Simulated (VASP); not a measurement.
A run of VASP 6.6.1:

INCAR

```
PREC = Accurate ; ENCUT = 520
EDIFF = 1E-7 ; ISMEAR = 0
SIGMA = 0.05 ; LREAL = Auto
LASPH = T ; NELM = 60
ALGO = Normal ; ISIF = 2
LWAVE = F ; LCHARG = T
GGA = PS ; LELF = T
LVHAR = T ; NBANDS = 53
```

File KPOINTS:

```
Automatic mesh
0
Gamma
  2 2 2
```

File POSCAR:

```
Si16Ge
1.0
    0.0000000000      5.4300000000      5.4300000000
    5.4300000000      0.0000000000      5.4300000000
    5.4300000000      5.4300000000      0.0000000000
Si Ge
16 1
Direct
   -0.0120641502      0.0041808266      0.0037187902
    0.1199990563      0.1297216860      0.1292385798
    0.0004102790     -0.0021208985      0.5005933606
    0.1201651379      0.1297199596      0.6204075589
    0.0002356214      0.5010856054     -0.0023915404
    0.1199979988      0.6210587088      0.1292367455
    0.0004079598      0.5011298712      0.5005914876
    0.1247846039      0.6251708435      0.6248823490
    0.5031058933      0.0043140866      0.0033152640
    0.6242336277      0.1256285615      0.1245351530
    0.5034760552      0.0041571130      0.4882291674
    0.6290556525      0.1296944735      0.6202212847
    0.5031021147      0.4892899543      0.0033143913
    0.6288081687      0.6211307286      0.1289500966
    0.4975146586      0.5010615046      0.5003787393
    0.6290526580      0.6210482350      0.6202215139
    0.3742196642      0.8756414403      0.8745244586
```

Potentials or basis: VASP PAW PBE potentials, release 64 (Si, Ge_d).

Run with:

```console
$ cat potpaw_PBE.64/Si/POTCAR potpaw_PBE.64/Ge_d/POTCAR > POTCAR
$ mpirun -np 1 vasp_std > vasp.out
```

Hardware: 1 thread of Intel(R) Xeon(R) 6975P-C (Granite Rapids), on a shared host.

Problem. Estimate the wall time of this run.

Solution. Wall time 2.4 min on 1 thread of Intel(R) Xeon(R) 6975P-C (Granite Rapids), on a shared host, peak memory 0.48 GiB. Counts: scf iterations 14, k points 8.
